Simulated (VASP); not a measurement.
# SiW (WC type) (P-6m2) in VASP: notebook

SiW (WC type) is run at these levels: PBE; tasks: single point, relaxation of cell and atoms.

All numbers are computed with VASP 6.6.1; they aren't measurements. Logs are shortened: lines on timing, memory, paths and dates and some standing lists are left out, and cuts for length are marked.

## (1) The cell of the first run

The structure is hexagonal, space group P-6m2 (No. 187). The conventional cell has a = 2.582 Å, b = 2.582 Å, c = 3.612 Å, α = 90.00°, β = 90.00°, γ = 120.00°. W (site symmetry -6m2) has 6 Si at 2.34 Å and 6 W at 2.58 Å within 3.1 Å. Within 3.1 Å of Si (site symmetry -6m2) lie 6 W at 2.34 Å and 6 Si at 2.58 Å.

## (2) Single point, PBE

The input, INCAR:

```
PREC     = Accurate       # precision mode
ENCUT    = 520            # plane-wave cutoff, eV
EDIFF    = 1E-6           # SCF threshold, eV
ISMEAR   = -1             # smearing method
SIGMA    = 0.1            # smearing width, eV
LREAL    = False          # projectors in reciprocal space
LASPH    = True           # aspherical terms in the spheres
NELM     = 80             # most SCF steps
ALGO     = Normal         # electronic algorithm
ISIF     = 2              # what is computed and relaxed
LWAVE    = False          # write WAVECAR
LCHARG   = False          # write CHGCAR
GGA      = PE             # functional
NBANDS   = 16             # bands
```

The input, KPOINTS:

```
Automatic mesh
0
Gamma
  15 15 13
```

The input, POSCAR:

```
SiW
1.0
    2.5815883325      0.0000000000      0.0000000000
   -1.2907941662      2.2357210781      0.0000000000
    0.0000000000      0.0000000000      3.6123457521
W Si
1 1
Direct
    0.0000000000      0.0000000000      0.0000000000
    0.3333333333      0.6666666667      0.5000000000
```

Potentials or basis: VASP PAW PBE potentials, release 64 (W_sv, Si).

On the command line:

```bash
$ cat potpaw_PBE.64/W_sv/POTCAR potpaw_PBE.64/Si/POTCAR > POTCAR
$ mpirun -np 1 vasp_std > vasp.out
```

OUTCAR:

```text
PREC = Accurate
   ENCUT = 520
   EDIFF = 1E-6
   ISMEAR = -1
   LREAL = False
   LASPH = True
   NELM = 80
   ISIF = 2
   GGA = PE

 ion  position               nearest neighbor table
   1  0.000  0.000  0.000-   2 2.34   2 2.34   2 2.34   2 2.34   2 2.34   2 2.34
   2  0.333  0.667  0.500-   1 2.34   1 2.34   1 2.34   1 2.34   1 2.34   1 2.34

  LATTYP: Found a hexagonal cell.
 ALAT       =     2.5815883325
 C/A-ratio  =     1.3992725744

  Lattice vectors:

 A1 = (   2.5815883325,   0.0000000000,   0.0000000000)
 A2 = (  -1.2907941662,   2.2357210781,   0.0000000000)
 A3 = (   0.0000000000,   0.0000000000,   3.6123457521)

Analysis of symmetry for initial positions (statically):
=====================================================================
 Subroutine PRICEL returns:
 Original cell was already a primitive cell.

 Routine SETGRP: Setting up the symmetry group for a
 hexagonal supercell.

 Subroutine GETGRP returns: Found 12 space group operations
 (whereof 12 operations were pure point group operations)
 out of a pool of 24 trial point group operations.

The static configuration has the point symmetry D_3h.

Analysis of symmetry for dynamics (positions and initial velocities):
=====================================================================
 Subroutine PRICEL returns:
 Original cell was already a primitive cell.

 Routine SETGRP: Setting up the symmetry group for a
 hexagonal supercell.

 Subroutine GETGRP returns: Found 12 space group operations
 (whereof 12 operations were pure point group operations)
 out of a pool of 24 trial point group operations.

The dynamic configuration has the point symmetry D_3h.

 Subroutine INISYM returns: Found 12 space group operations
 (whereof 12 operations are pure point group operations),
 and found     1 'primitive' translations

----------------------------------------------------------------------------------------

                                     Primitive cell

  volume of cell :      20.8494

  direct lattice vectors                    reciprocal lattice vectors
     2.581588332  0.000000000  0.000000000     0.387358429  0.223641493  0.000000000
    -1.290794166  2.235721078  0.000000000     0.000000000  0.447282986  0.000000000
     0.000000000  0.000000000  3.612345752     0.000000000  0.000000000  0.276828429

  length of vectors
     2.581588332  2.581588333  3.612345752     0.447282986  0.447282986  0.276828429

  position of ions in fractional coordinates (direct lattice)
     0.000000000  0.000000000  0.000000000
     0.333333333  0.666666667  0.500000000

  ion indices of the primitive-cell ions
   primitive index   ion index
                 1           1
                 2           2

----------------------------------------------------------------------------------------

 KPOINTS: Automatic mesh

Automatic generation of k-mesh.
 Grid dimensions read from file:
 generate k-points for:   15   15   13

 Generating k-lattice:

  Cartesian coordinates                     Fractional coordinates (reciprocal lattice)
     0.025823895  0.014909433  0.000000000     0.066666667 -0.000000000  0.000000000
     0.000000000  0.029818866  0.000000000     0.000000000  0.066666667  0.000000000
     0.000000000  0.000000000  0.021294495     0.000000000  0.000000000  0.076923077

  Length of vectors
     0.029818866  0.029818866  0.021294495

  Shift w.r.t. Gamma in fractional coordinates (k-lattice)
     0.000000000  0.000000000  0.000000000

 Subroutine IBZKPT returns following result:
 ===========================================

 Found    189 irreducible k-points:

 Following reciprocal coordinates:
            Coordinates               Weight
  0.000000  0.000000  0.000000      1.000000
  0.066667  0.000000  0.000000      6.000000
  0.133333  0.000000  0.000000      6.000000
  0.200000  0.000000  0.000000      6.000000
  0.266667  0.000000  0.000000      6.000000
  0.333333  0.000000  0.000000      6.000000
[... 16 lines left out ...]
  0.333333  0.200000  0.000000     12.000000
  0.400000  0.200000  0.000000      6.000000
 [... further k-points ...]
   k-points           NKPTS =    189   k-points in BZ     NKDIM =    189   number of bands    NBANDS=     16
   number of dos      NEDOS =    301   number of ions     NIONS =      2
   total plane-waves  NPLWV =  11200
   dimension x,y,z NGX =    20 NGY =   20 NGZ =   28
   dimension x,y,z NGXF=    40 NGYF=   40 NGZF=   56
   ions per type =               1   1
   NGX,Y,Z   is equivalent  to a cutoff of  12.88, 12.88, 12.89 a.u.
   NGXF,Y,Z  is equivalent  to a cutoff of  25.76, 25.76, 25.77 a.u.
 SYSTEM =  unknown system
   PREC   = accura    normal or accurate (medium, high low for compatibility)
   ISTART =      0    job   : 0-new  1-cont  2-samecut
   ICHARG =      2    charge: 1-file 2-atom 10-const
   ISPIN  =      1    spin polarized calculation?
   LNONCOLLINEAR =      F non collinear calculations
   LSORBIT =      F    spin-orbit coupling
   LASPH  =      T    aspherical Exc in radial PAW
   ENCUT  =  520.0 eV  38.22 Ry    6.18 a.u.   4.80  4.80  6.72*2*pi/ulx,y,z
   NELM   =     80;   NELMIN=  2; NELMDL= -5     # of ELM steps
   EDIFF  = 0.1E-05   stopping-criterion for ELM
   LREAL  =      F    real-space projection
   EDIFFG = 0.1E-04   stopping-criterion for IOM
   NSW    =      0    number of steps for IOM
   IBRION =     -1    ionic relax: 0-MD 1-quasi-New 2-CG
   NFREE  =      0    steps in history (QN), initial steepest desc. (CG)
   ISIF   =      2    stress and relaxation
   ISYM   =      2    0-nonsym 1-usesym 2-fastsym
   POTIM  = 0.5000    time-step for ionic-motion
   TEBEG  =    0.0;   TEEND  =   0.0 temperature during run
   PSTRESS=    0.0 pullay stress
   NELECT =      18.0000    total number of electrons
   NUPDOWN=      -1.0000    fix difference up-down
   EMIN   =  10.00;   EMAX   =-10.00  energy-range for DOS
   EFERMI =   0.00;   METHOD = LEGACY
   ISMEAR =    -1;   SIGMA  =   0.10  broadening in eV -4-tet -1-fermi 0-gaus
   EFERMI_NEDOS =   21; number of points for ismear=-14 and -15
   IALGO  =     38    algorithm
   IMIX   =      4    mixing-type and parameters
     AMIX     =   0.40;   BMIX     =  1.00
     AMIX_MAG =   1.60;   BMIX_MAG =  1.00
  volume/ion in A,a.u.               =      10.42        70.35
  Fermi-wavevector in a.u.,A,eV,Ry     =   1.558838  2.945777 33.061836  2.429976
  Thomas-Fermi vector in A             =   2.662284
   LORBIT       =      0    0 simple, 1 ext, 2 COOP (PROOUT), +10 PAW based schemes
   GGA     = PE    functional components
   LHFCALC =     F    Hartree Fock is set to
   AEXX    =    0.0000 exact exchange contribution
   IVDW    =     0    specifies the selected vdW correction
   LEPSILON=     F    determine dielectric tensor
   LRPA    =     F    only Hartree local field effects (RPA)
 non-spin polarized calculation
  energy-cutoff  :      520.00
  volume of cell :       20.85
 maximum number of plane-waves:       576
 NGX is ok and might be reduce to    20
   NGX =  9   NGY =  9   NGZ = 13

 number of electron      18.0000003 magnetization

 Free energy of the ion-electron system (eV)
  ---------------------------------------------------
  ext. energy  EPLUGINS =         0.00000000
  ---------------------------------------------------
  free energy    TOTEN  =       -15.10460702 eV

  energy without entropy =      -15.07239053  energy(sigma->0) =      -15.08849877

 E-fermi :  16.6034     XC(G=0): -14.4028

 val. band max:       16.5666477505   @ k =   0.1333   0.0667   0.0769
 cond. band min:      16.6055740170   @ k =   0.4667   0.0000   0.3846
 fundamental gap:      0.0389262665
 Fermi energy:        16.6033618713

 k-point     1 :       0.0000    0.0000    0.0000
  band No.  band energies     occupation
      1     -56.8628      2.00000
      2     -21.7130      2.00000
      3     -20.2298      2.00000
      4     -20.2298      2.00000
      5       0.9056      2.00000
      6       9.3820      2.00000
[... 8 lines left out ...]
     15      28.6471      0.00000
     16      29.7604      0.00000

 k-point     2 :       0.0667    0.0000    0.0000
  band No.  band energies     occupation
      1     -56.8515      2.00000
      2     -21.6947      2.00000
      3     -20.3456      2.00000
      4     -20.2545      2.00000
      5       1.0670      2.00000
      6       9.6110      2.00000
[... 8 lines left out ...]
     15      29.1158      0.00000
     16      30.3026      0.00000

 k-point     3 :       0.1333    0.0000    0.0000
  band No.  band energies     occupation
      1     -56.8194      2.00000
      2     -21.6426      2.00000
      3     -20.6647      2.00000
      4     -20.3236      2.00000
      5       1.5337      2.00000
      6      10.2180      2.00000
[... 8 lines left out ...]
     15      29.7369      0.00000
     16      31.2968      0.00000

 k-point     4 :       0.2000    0.0000    0.0000
  band No.  band energies     occupation
      1     -56.7718      2.00000
      2     -21.5650      2.00000
      3     -21.1149      2.00000
      4     -20.4239      2.00000
      5       2.2635      2.00000
      6      10.8394      2.00000
[... 8 lines left out ...]
     15      29.8303      0.00000
     16      30.4583      0.00000

 k-point     5 :       0.2667    0.0000    0.0000
  band No.  band energies     occupation
      1     -56.7167      2.00000
      2     -21.6061      2.00000
      3     -21.4746      2.00000
      4     -20.5369      2.00000
      5       3.2083      2.00000
      6      10.7758      2.00000
[... 8 lines left out ...]
     15      29.7739      0.00000
     16      30.2396      0.00000

 k-point     6 :       0.3333    0.0000    0.0000
  band No.  band energies     occupation
      1     -56.6638      2.00000
      2     -22.0536      2.00000
      3     -21.3867      2.00000
      4     -20.6429      2.00000
      5       4.3160      2.00000
      6      10.2450      2.00000
[... 8 lines left out ...]
     15      29.6753      0.00000
     16      30.6358      0.00000
[... 267 lines left out ...]
 k-point    21 :       0.2000    0.2000    0.0000
  band No.  band energies     occupation
      1     -56.6509      2.00000
      2     -21.9491      2.00000
      3     -21.3656      2.00000
      4     -20.9172      2.00000
      5       4.6437      2.00000
      6      10.6410      2.00000
[... 8 lines left out ...]
     15      30.1221      0.00000
     16      33.4638      0.00000

 k-point    22 :       0.2667    0.2000    0.0000
  band No.  band energies     occupation
      1     -56.6115      2.00000
      2     -22.1561      2.00000
      3     -21.3000      2.00000
      4     -21.1263      2.00000
      5       5.8261      2.00000
      6      10.3804      2.00000
[... 8 lines left out ...]
     15      30.5138      0.00000
     16      33.3693      0.00000

 k-point    23 :       0.3333    0.2000    0.0000
  band No.  band energies     occupation
      1     -56.5847      2.00000
      2     -22.2854      2.00000
      3     -21.2760      2.00000
      4     -21.2551      2.00000
      5       7.0545      2.00000
      6      10.2508      2.00000
[... 8 lines left out ...]
     15      31.1502      0.00000
     16      33.2136      0.00000

 k-point    24 :       0.4000    0.2000    0.0000
  band No.  band energies     occupation
      1     -56.5752      2.00000
      2     -22.3292      2.00000
      3     -21.3304      2.00000
      4     -21.2391      2.00000
      5       7.7888      2.00000
      6       9.8860      2.00000
[... 8 lines left out ...]
     15      31.5441      0.00000
     16      33.2073      0.00000

 [... further k-points ...]

------------------------ aborting loop because EDIFF is reached ----------------------------------------

  FORCE on cell =-STRESS in cart. coord.  units (eV):
  Direction    XX          YY          ZZ          XY          YZ          ZX
  --------------------------------------------------------------------------------------
  -------------------------------------------------------------------------------------
  Total       21.0710264     21.0710264     20.9933614      0.0000000     -0.0000000     -0.0000000
  in kB     1619.2069204   1619.2069204   1613.2387349      0.0000000     -0.0000000     -0.0000000
  external PRESSURE =    1617.2175252 kB  Pullay stress =       0.0000000 kB

 VOLUME and BASIS-vectors are now :
 -----------------------------------------------------------------------------
  energy-cutoff  :      520.00
  volume of cell :       20.85
      direct lattice vectors                 reciprocal lattice vectors
     2.581588332  0.000000000  0.000000000     0.387358429  0.223641493  0.000000000
    -1.290794166  2.235721078  0.000000000     0.000000000  0.447282986  0.000000000
     0.000000000  0.000000000  3.612345752     0.000000000  0.000000000  0.276828429

 POSITION                                       TOTAL-FORCE (eV/Angst)
 -----------------------------------------------------------------------------------
      0.00000      0.00000      0.00000         0.000000     -0.000000      0.000000
     -0.00000      1.49048      1.80617        -0.000000      0.000000      0.000000
 -----------------------------------------------------------------------------------
    total drift:                                0.000000     -0.000000      0.000000

  FREE ENERGIE OF THE ION-ELECTRON SYSTEM (eV)
  ---------------------------------------------------
  free  energy   TOTEN  =       -15.1046070226 eV

  energy  without entropy=      -15.0723905269  energy(sigma->0) =      -15.08849877
```

Wall time 19 s (1 thread of Intel Xeon 6975P-C (Granite Rapids), shared host); peak memory 0.18 GiB.

Results:

```yaml
Free_energy: -15.1046 eV
Pressure: 161.7 GPa
Band_gap_on_the_k_mesh: zero (band 9 reaches 17.94 eV, above the bottom of band 10 at 15.39 eV)
```

Caveat: spin-orbit coupling is left out, which moves the levels of the heavy elements.

(Part 1 of 3 ends here.)
